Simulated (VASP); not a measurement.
**Mo: relaxation of cell and atoms with PBEsol**

Crystal: Mo.

```
Mo
1.0
     2.73158    0.00000    0.00000
    -1.36579    2.36562    0.00000
     0.00000    0.00000    4.82027
Mo
2
Direct
  0.33333 0.66667 0.25000
  0.66667 0.33333 0.75000
```

This isn't the form of Mo at room conditions, which is bcc.

```
Program                : VASP 6.6.1
Task                   : relaxation of cell and atoms
Functional             : PBEsol
Potentials or basis    : VASP PAW PBE potentials, release 64 (Mo_sv)
Cutoff                 : 600 eV
k mesh                 : 18 × 18 × 10
Occupations            : gaussian, width 0.1 eV
Spin                   : no spin polarisation
Dipole correction      : no
Further INCAR settings : ALGO = Fast; EDIFF = 1e-06; IBRION = 2; EDIFFG = -0.005; NSW = 100; ISIF = 3
```

- Relaxed volume: 15.64 Å³/atom
- Relaxed cell: a = 2.732 Å, b = 2.732 Å, c = 4.841 Å, α = 90.00°, β = 90.00°, γ = 120.00°
- Space group after relaxing (to 0.1 Å): P6_3/mmc (No. 194)
- Energy gained by relaxing: 0.3 meV/atom
- Ionic steps: 5
- Pressure after relaxing: 0.0 GPa
- Band gap on the k mesh: zero (bands 14 and 15 overlap by 1.96 eV)

The path:
```csv
step,energy change (eV),largest force (eV/Å),pressure (GPa),volume (Å³)
1,0.0000,0.0000,1.04,31.15
2,0.0019,0.0000,-2.52,31.60
3,-0.0005,0.0000,-0.19,31.29
4,-0.0007,0.0000,0.05,31.28
5,-0.0007,0.0000,0.00,31.28
```

Final structure:
```
Mo
1.0
     2.73156    0.00000    0.00000
    -1.36578    2.36560    0.00000
     0.00000    0.00000    4.84098
Mo
2
Direct
  0.33333 0.66667 0.25000
  0.66667 0.33333 0.75000
```

Levels at points of the mesh, in eV from the Fermi level:
```tsv
k point	band 11	band 12	band 13	band 14	band 15	band 16	band 17	band 18
(0.00, 0.00, 0.00)	-1.77	-0.69	-0.69	-0.17	-0.17	0.68	1.47	1.47
(0.50, 0.00, 0.00)	-4.23	-1.22	-0.46	-0.32	-0.20	3.82	4.63	4.90
(0.00, 0.00, 0.50)	-1.94	-1.94	-0.66	-0.66	-0.66	-0.66	2.81	2.81
(0.50, 0.00, 0.50)	-3.43	-3.43	1.25	1.25	1.85	1.85	4.81	4.81
```

Wall time 4.6 min on 1 thread of Intel(R) Xeon(R) Platinum 8375C CPU @ 2.90GHz (Ice Lake), with other jobs on the host, peak memory 0.26 GiB.

Caveat: the PAW data sets were made with another functional, which shifts forces and pressure a little.
